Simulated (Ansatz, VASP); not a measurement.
LiCuAuO2: VASP beside Ansatz

The input INCAR:

```
SYSTEM = LiCuAuO2
PREC = Accurate
ENCUT = 880
EDIFF = 1E-6
ISMEAR = -1
SIGMA = 0.05
LREAL = .FALSE.
LASPH = .TRUE.
NELM = 120
ALGO = Normal
ISIF = 2
LWAVE = .FALSE.
LCHARG = .FALSE.
GGA = PE
NBANDS = 34
GGA_COMPAT = .FALSE.
```

The input KPOINTS:

```
Automatic mesh
0
G
  8 8 8
  0 0 0
```

Contents of POSCAR:

```
LiCuAuO2
1.0
    1.5717114869      0.9074280500      6.4188160000
   -1.5717114869      0.9074280500      6.4188160000
    0.0000000000     -1.8148561000      6.4188160000
Au Cu O Li
1 1 2 1
Direct
    0.9917940000      0.9917940000      0.9917940000
    0.5158030000      0.5158030000      0.5158030000
    0.1009220000      0.1009220000      0.1009220000
    0.8842220000      0.8842220000      0.8842220000
    0.7572590000      0.7572590000      0.7572590000
```

Contents of input.yaml:

```yaml
crystal:
  lattice:
    - [1.5717114869, 0.90742805, 6.418816]
    - [-1.5717114869, 0.90742805, 6.418816]
    - [0.0, -1.8148561, 6.418816]
  atoms:
    - { symbol: Au, position: [0.991794, 0.991794, 0.991794] }
    - { symbol: Cu, position: [0.515803, 0.515803, 0.515803] }
    - { symbol: O, position: [0.100922, 0.100922, 0.100922] }
    - { symbol: O, position: [0.884222, 0.884222, 0.884222] }
    - { symbol: Li, position: [0.757259, 0.757259, 0.757259] }
hamiltonian:
  xc: pbe
  pseudopotentials: { kind: paw }
kpoints:
  mp_grid: { grid: [8, 8, 8] }
scf:
  occupations: { method: fermi_dirac, width: 0.05 }
output:
  forces: true
  stress: true
  eigenvalues: true
  write_density: true
  write_potential: true
  elf: true
  volumetric_format: npy
```

Alike in both runs: task single point; functional PBE; k mesh 8 × 8 × 8; occupations fermi-dirac, width 0.05 eV; no spin polarisation.

```csv
,VASP,Ansatz
version,VASP 6.6.1,Ansatz 0.2.0
potentials or method,"VASP PAW PBE potentials, release 64 (Au_sv_GW, Cu_sv_GW, O, Li_sv)",Ansatz PAW
plane-wave cutoff (eV),880,420
valence electrons in the cell,53,53
```

```csv
,VASP,Ansatz,Ansatz less VASP
gap on the k mesh at the Fermi level (eV),none,none,-
pressure (GPa),8.3,8.1,-0.24
"traceless stress, the component that is largest in VASP (GPa)",-3.57,-3.74,-0.169
rms of the force components (eV/Å),0.088,0.101,+0.0132
```

Atom by atom the forces differ by 0.016 eV/Å (rms over components). A gap of «none» marks a metal or a gap that the smearing closes.

Spin-orbit coupling is off throughout.
